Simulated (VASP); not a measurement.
# KF (Fmmm) in VASP: further runs

The runs below take KF through single point, with LDA.

Program: VASP 6.6.1. These are calculated values, not measurements. Logs are shortened: lines on timing, memory, paths and dates and some standing lists are left out, and cuts for length are marked.

### 1 The cell of the first run

Symmetry: Fmmm, No. 69, orthorhombic system. The conventional cell has a = 5.163 Å, b = 5.344 Å, c = 5.551 Å, α = 90.00°, β = 90.00°, γ = 90.00°. K (site symmetry mmm) has 6 F at 2.58 to 2.78 Å within 3.4 Å. Within 3.4 Å of F (site symmetry mmm) lie 6 K at 2.58 to 2.78 Å.

### 2 Single point, LDA (normal strain along x +0.0350, normal strain along z +0.0750)

The input, INCAR:

```
  ALGO = Normal
  EDIFF = 1E-7
  ENCUT = 520
  ISIF = 2
  ISMEAR = 0
  LASPH = True
  LCHARG = True
  LELF = True
  LREAL = False
  LVHAR = True
  LWAVE = False
  NBANDS = 15
  NELM = 60
  PREC = Accurate
  SIGMA = 0.05
```

The input, KPOINTS:

```
k-points
0
Gamma
  8 8 8
```

The input, POSCAR:

```
KF
1.0
    0.0000000000      2.5817196783      2.7753486542
    2.6720798670      0.0000000000      2.7753486542
    2.6720798670      2.5817196783      0.0000000000
K F
1 1
Direct
    0.0000000000      0.0000000000      0.0000000000
    0.5000000000      0.5000000000      0.5000000000
```

Potentials or basis: VASP PAW LDA potentials, release 64 (K_sv, F).

Command:

```console
cat potpaw_LDA.64/K_sv/POTCAR potpaw_LDA.64/F/POTCAR > POTCAR
mpirun -np 1 vasp_std > vasp.out
```

OUTCAR:

```text
EDIFF = 1E-7
   ENCUT = 520
   ISIF = 2
   ISMEAR = 0
   LASPH = True
   LREAL = False
   NELM = 60
   PREC = Accurate

 ion  position               nearest neighbor table
   1  0.000  0.000  0.000-   2 2.58   2 2.58   2 2.67   2 2.67   2 2.78   2 2.78
   2  0.500  0.500  0.500-   1 2.58   1 2.58   1 2.67   1 2.67   1 2.78   1 2.78

  LATTYP: Found a face centered orthorhombic cell.
 ALAT       =     5.1634393566
 B/A-ratio  =     1.0350000000
 C/A-ratio  =     1.0750000000

  Lattice vectors:

 A1 = (   2.6720798670,   0.0000000000,  -2.7753486542)
 A2 = (   0.0000000000,   2.5817196783,  -2.7753486542)
 A3 = (   2.6720798670,   2.5817196783,   0.0000000000)

Analysis of symmetry for initial positions (statically):
=====================================================================
 Subroutine PRICEL returns:
 Original cell was already a primitive cell.

 Routine SETGRP: Setting up the symmetry group for a
 face centered orthorhombic supercell.

 Subroutine GETGRP returns: Found  8 space group operations
 (whereof  8 operations were pure point group operations)
 out of a pool of  8 trial point group operations.

The static configuration has the point symmetry D_2h.

Analysis of symmetry for dynamics (positions and initial velocities):
=====================================================================
 Subroutine PRICEL returns:
 Original cell was already a primitive cell.

 Routine SETGRP: Setting up the symmetry group for a
 face centered orthorhombic supercell.

 Subroutine GETGRP returns: Found  8 space group operations
 (whereof  8 operations were pure point group operations)
 out of a pool of  8 trial point group operations.

The dynamic configuration has the point symmetry D_2h.

 Subroutine INISYM returns: Found  8 space group operations
 (whereof  8 operations are pure point group operations),
 and found     1 'primitive' translations

----------------------------------------------------------------------------------------

                                     Primitive cell

  volume of cell :      38.2918

  direct lattice vectors                    reciprocal lattice vectors
     0.000000000  2.581719678  2.775348654    -0.187120155  0.193669361  0.180157545
     2.672079867  0.000000000  2.775348654     0.187120155 -0.193669361  0.180157545
     2.672079867  2.581719678  0.000000000     0.187120155  0.193669361 -0.180157545

  length of vectors
     3.790492930  3.852605737  3.715546704     0.324003881  0.324003881  0.324003881

  position of ions in fractional coordinates (direct lattice)
     0.000000000  0.000000000  0.000000000
     0.500000000  0.500000000  0.500000000

  ion indices of the primitive-cell ions
   primitive index   ion index
                 1           1
                 2           2

----------------------------------------------------------------------------------------

 KPOINTS: k-points

Automatic generation of k-mesh.
 Grid dimensions read from file:
 generate k-points for:    8    8    8

 Generating k-lattice:

  Cartesian coordinates                     Fractional coordinates (reciprocal lattice)
    -0.023390019  0.024208670  0.022519693     0.125000000  0.000000000  0.000000000
     0.023390019 -0.024208670  0.022519693     0.000000000  0.125000000  0.000000000
     0.023390019  0.024208670 -0.022519693     0.000000000  0.000000000  0.125000000

  Length of vectors
     0.040500485  0.040500485  0.040500485

  Shift w.r.t. Gamma in fractional coordinates (k-lattice)
     0.000000000  0.000000000  0.000000000

 Subroutine IBZKPT returns following result:
 ===========================================

 Found     95 irreducible k-points:

 Following reciprocal coordinates:
            Coordinates               Weight
  0.000000  0.000000  0.000000      1.000000
  0.125000  0.000000 -0.000000      8.000000
  0.250000  0.000000 -0.000000      8.000000
  0.375000  0.000000  0.000000      8.000000
  0.500000  0.000000 -0.000000      4.000000
  0.125000  0.125000  0.000000      2.000000
[... 16 lines left out ...]
  0.250000  0.000000  0.125000      8.000000
  0.375000  0.000000  0.125000      8.000000
 [... further k-points ...]
   k-points           NKPTS =     95   k-points in BZ     NKDIM =     95   number of bands    NBANDS=     15
   number of dos      NEDOS =    301   number of ions     NIONS =      2
   total plane-waves  NPLWV =  23520
   dimension x,y,z NGX =    28 NGY =   30 NGZ =   28
   dimension x,y,z NGXF=    56 NGYF=   60 NGZF=   56
   ions per type =               1   1
   NGX,Y,Z   is equivalent  to a cutoff of  12.28, 12.95, 12.53 a.u.
   NGXF,Y,Z  is equivalent  to a cutoff of  24.56, 25.89, 25.06 a.u.
 SYSTEM =  unknown system
   PREC   = accura    normal or accurate (medium, high low for compatibility)
   ISTART =      0    job   : 0-new  1-cont  2-samecut
   ICHARG =      2    charge: 1-file 2-atom 10-const
   ISPIN  =      1    spin polarized calculation?
   LNONCOLLINEAR =      F non collinear calculations
   LSORBIT =      F    spin-orbit coupling
   LASPH  =      T    aspherical Exc in radial PAW
   ENCUT  =  520.0 eV  38.22 Ry    6.18 a.u.   7.05  7.16  6.91*2*pi/ulx,y,z
   NELM   =     60;   NELMIN=  2; NELMDL= -5     # of ELM steps
   EDIFF  = 0.1E-06   stopping-criterion for ELM
   LREAL  =      F    real-space projection
   EDIFFG = 0.1E-05   stopping-criterion for IOM
   NSW    =      0    number of steps for IOM
   IBRION =     -1    ionic relax: 0-MD 1-quasi-New 2-CG
   NFREE  =      0    steps in history (QN), initial steepest desc. (CG)
   ISIF   =      2    stress and relaxation
   ISYM   =      2    0-nonsym 1-usesym 2-fastsym
   POTIM  = 0.5000    time-step for ionic-motion
   TEBEG  =    0.0;   TEEND  =   0.0 temperature during run
   PSTRESS=    0.0 pullay stress
   NELECT =      16.0000    total number of electrons
   NUPDOWN=      -1.0000    fix difference up-down
   EMIN   =  10.00;   EMAX   =-10.00  energy-range for DOS
   EFERMI =   0.00;   METHOD = LEGACY
   ISMEAR =     0;   SIGMA  =   0.05  broadening in eV -4-tet -1-fermi 0-gaus
   EFERMI_NEDOS =   21; number of points for ismear=-14 and -15
   IALGO  =     38    algorithm
   IMIX   =      4    mixing-type and parameters
     AMIX     =   0.40;   BMIX     =  1.00
     AMIX_MAG =   1.60;   BMIX_MAG =  1.00
  volume/ion in A,a.u.               =      19.15       129.20
  Fermi-wavevector in a.u.,A,eV,Ry     =   1.223901  2.312837 20.380610  1.497933
  Thomas-Fermi vector in A             =   2.358995
   LORBIT       =      0    0 simple, 1 ext, 2 COOP (PROOUT), +10 PAW based schemes
   GGA     = CA    functional components
   LHFCALC =     F    Hartree Fock is set to
   AEXX    =    0.0000 exact exchange contribution
   IVDW    =     0    specifies the selected vdW correction
   LEPSILON=     F    determine dielectric tensor
   LRPA    =     F    only Hartree local field effects (RPA)
 non-spin polarized calculation
 Gauss-broadening in eV      SIGMA  =   0.05
  energy-cutoff  :      520.00
  volume of cell :       38.29
 maximum number of plane-waves:      1048
   NGX = 15   NGY = 15   NGZ = 13

 number of electron      16.0000002 magnetization

 Free energy of the ion-electron system (eV)
  ---------------------------------------------------
  ext. energy  EPLUGINS =         0.00000000
  ---------------------------------------------------
  free energy    TOTEN  =        -9.01785710 eV

  energy without entropy =       -9.01785710  energy(sigma->0) =       -9.01785710

 E-fermi :  -2.8733     XC(G=0):  -9.0983

 val. band max:       -3.1798774690   @ k =   0.0000   0.0000   0.0000
 cond. band min:       2.5112468721   @ k =   0.0000   0.0000   0.0000
 fundamental gap:      5.6911243411
 Fermi energy:        -2.8732601069

 k-point     1 :       0.0000    0.0000    0.0000
  band No.  band energies     occupation
      1     -28.8719      2.00000
      2     -21.4611      2.00000
      3     -12.3568      2.00000
      4     -12.3506      2.00000
      5     -12.3419      2.00000
      6      -3.2918      2.00000
      7      -3.2464      2.00000
      8      -3.1799      2.00000
      9       2.5112      0.00000
     10       7.0592      0.00000
     11       7.2975      0.00000
     12       7.4983      0.00000
     13       8.7024      0.00000
     14       9.3320      0.00000
     15      13.1429      0.00000

 k-point     2 :       0.1250    0.0000   -0.0000
  band No.  band energies     occupation
      1     -28.8568      2.00000
      2     -21.4762      2.00000
      3     -12.3942      2.00000
      4     -12.3602      2.00000
      5     -12.3468      2.00000
      6      -3.4014      2.00000
      7      -3.3187      2.00000
      8      -3.2635      2.00000
      9       2.9496      0.00000
     10       6.9686      0.00000
     11       7.3982      0.00000
     12       7.6312      0.00000
     13       8.8558      0.00000
     14       9.4785      0.00000
     15      13.9462      0.00000

 k-point     3 :       0.2500    0.0000   -0.0000
  band No.  band energies     occupation
      1     -28.8199      2.00000
      2     -21.5128      2.00000
      3     -12.4954      2.00000
      4     -12.3841      2.00000
      5     -12.3452      2.00000
      6      -3.7100      2.00000
      7      -3.4424      2.00000
      8      -3.4180      2.00000
      9       4.0358      0.00000
     10       6.6021      0.00000
     11       7.9056      0.00000
     12       8.1585      0.00000
     13       9.3571      0.00000
     14       9.9086      0.00000
     15      15.0706      0.00000
[... 343 lines left out ...]
 k-point    23 :       0.2500    0.0000    0.1250
  band No.  band energies     occupation
      1     -28.8183      2.00000
      2     -21.5142      2.00000
      3     -12.4660      2.00000
      4     -12.4242      2.00000
      5     -12.3464      2.00000
      6      -3.7334      2.00000
      7      -3.3949      2.00000
      8      -3.3490      2.00000
      9       3.8834      0.00000
     10       6.2823      0.00000
     11       8.0830      0.00000
     12       8.2221      0.00000
     13       9.3063      0.00000
     14       9.8446      0.00000
     15      15.4501      0.00000

 k-point    24 :       0.3750    0.0000    0.1250
  band No.  band energies     occupation
      1     -28.7821      2.00000
      2     -21.5418      2.00000
      3     -12.5768      2.00000
      4     -12.4484      2.00000
      5     -12.3799      2.00000
      6      -3.8988      2.00000
      7      -3.5310      2.00000
      8      -3.4696      2.00000
      9       5.0175      0.00000
     10       6.1487      0.00000
     11       8.5549      0.00000
     12       8.6870      0.00000
     13      10.1967      0.00000
     14      10.3529      0.00000
     15      14.1308      0.00000

 [... further k-points ...]
[... 5 lines left out ...]
  --------------------------------------------------------------------------------------
  -------------------------------------------------------------------------------------
  Total       -0.8075184     -0.3509062     -1.1058066      0.0000000      0.0000000      0.0000000
  in kB      -33.7875697    -14.6823493    -46.2683156      0.0000000      0.0000000      0.0000000
  external PRESSURE =     -31.5794116 kB  Pullay stress =       0.0000000 kB

 VOLUME and BASIS-vectors are now :
 -----------------------------------------------------------------------------
  energy-cutoff  :      520.00
  volume of cell :       38.29
      direct lattice vectors                 reciprocal lattice vectors
     0.000000000  2.581719678  2.775348654    -0.187120155  0.193669361  0.180157545
     2.672079867  0.000000000  2.775348654     0.187120155 -0.193669361  0.180157545
     2.672079867  2.581719678  0.000000000     0.187120155  0.193669361 -0.180157545

 POSITION                                       TOTAL-FORCE (eV/Angst)
 -----------------------------------------------------------------------------------
      0.00000      0.00000      0.00000         0.000000      0.000000      0.000000
      2.67208      2.58172      2.77535         0.000000      0.000000     -0.000000
 -----------------------------------------------------------------------------------
    total drift:                                0.000000      0.000000      0.000000

  FREE ENERGIE OF THE ION-ELECTRON SYSTEM (eV)
  ---------------------------------------------------
  free  energy   TOTEN  =        -9.0178571040 eV

  energy  without entropy=       -9.0178571040  energy(sigma->0) =       -9.01785710
```

It took 38 s on 1 thread of AMD EPYC 9R45 (Zen 5), shared host; peak memory 0.14 GiB.

Results:

* Free energy: -9.0179 eV
* Pressure: -3.2 GPa
* Band gap on the k mesh: 5.69 eV, direct

Stress tensor (GPa, compression positive):
```
-3.38  0.00  0.00
 0.00 -1.47  0.00
 0.00  0.00 -4.63
```

Levels at points of the mesh, in eV from the valence-band top:
| k point | band 5 | band 6 | band 7 | band 8 | band 9 | band 10 | band 11 | band 12 |
| --- | --- | --- | --- | --- | --- | --- | --- | --- |
| (0.00, 0.00, 0.00) | -9.16 | -0.11 | -0.07 | 0.00 | 5.69 | 10.24 | 10.48 | 10.68 |
| (0.50, 0.00, 0.00) | -9.16 | -0.91 | -0.44 | -0.42 | 8.69 | 10.11 | 11.71 | 12.12 |
| (0.50, 0.50, 0.00) | -9.33 | -0.36 | -0.12 | -0.04 | 7.98 | 10.02 | 10.96 | 13.53 |
| (0.50, 0.00, 0.50) | -9.41 | -0.18 | -0.17 | -0.12 | 7.71 | 10.09 | 11.62 | 13.50 |
| (0.00, 0.50, 0.50) | -9.36 | -0.28 | -0.17 | -0.05 | 7.86 | 10.02 | 11.31 | 13.49 |

Caveat: the cell differs from its parent crystal (normal strain along x +0.0350, normal strain along z +0.0750). A k mesh can miss the band edges.

### 3 Single point, LDA (normal strain along x +0.0350, normal strain along z +0.1125)

The input, INCAR:

```
SYSTEM = KF
PREC = Accurate ; ENCUT = 520
EDIFF = 1E-7 ; ISMEAR = 0
SIGMA = 0.05 ; LREAL = .False.
LASPH = .True. ; NELM = 100
ALGO = Normal ; ISIF = 2
LWAVE = .False. ; LCHARG = .True.
LELF = .True. ; LVHAR = .True.
NBANDS = 15
```

The input, KPOINTS:

```
regular mesh
0
Gamma
  8 8 8
  0 0 0
```

The input, POSCAR:

```
KF
1.0
    0.0000000000      2.5817196783      2.8721631421
    2.6720798670      0.0000000000      2.8721631421
    2.6720798670      2.5817196783      0.0000000000
K F
1 1
Direct
    0.0000000000      0.0000000000      0.0000000000
    0.5000000000      0.5000000000      0.5000000000
```

Potentials or basis: VASP PAW LDA potentials, release 64 (K_sv, F).

Command:

```console
cat potpaw_LDA.64/K_sv/POTCAR potpaw_LDA.64/F/POTCAR > POTCAR
mpirun -np 1 vasp_std > vasp.out
```

It took 31 s on 1 thread of AMD EPYC 9R45 (Zen 5), shared host; peak memory 0.15 GiB.

Results (log left out):

```
Free energy            : -8.9774 eV
Pressure               : -3.6 GPa
Band gap on the k mesh : 5.50 eV, direct
```

Stress tensor (GPa, compression positive):
```
-3.68  0.00  0.00
 0.00 -1.88  0.00
 0.00  0.00 -5.32
```

Levels at points of the mesh, in eV from the valence-band top:
| k point | band 4 | band 5 | band 6 | band 7 | band 8 | band 9 | band 10 | band 11 | band 12 | band 13 |
| --- | --- | --- | --- | --- | --- | --- | --- | --- | --- | --- |
| (0.00, 0.00, 0.00) | -9.28 | -9.27 | -0.14 | -0.07 | 0.00 | 5.50 | 10.03 | 10.48 | 10.67 | 11.64 |
| (0.50, 0.00, 0.00) | -9.35 | -9.25 | -0.88 | -0.43 | -0.41 | 8.52 | 9.85 | 11.49 | 12.07 | 13.88 |
| (0.50, 0.50, 0.00) | -9.45 | -9.41 | -0.42 | -0.12 | -0.04 | 8.03 | 9.84 | 10.48 | 13.38 | 13.84 |
| (0.50, 0.00, 0.50) | -9.57 | -9.50 | -0.21 | -0.18 | -0.13 | 7.66 | 9.92 | 11.45 | 13.31 | 13.62 |
| (0.00, 0.50, 0.50) | -9.56 | -9.45 | -0.28 | -0.20 | -0.05 | 7.82 | 9.82 | 11.13 | 13.28 | 13.50 |

Caveat: the cell differs from its parent crystal (normal strain along x +0.0350, normal strain along z +0.1125).
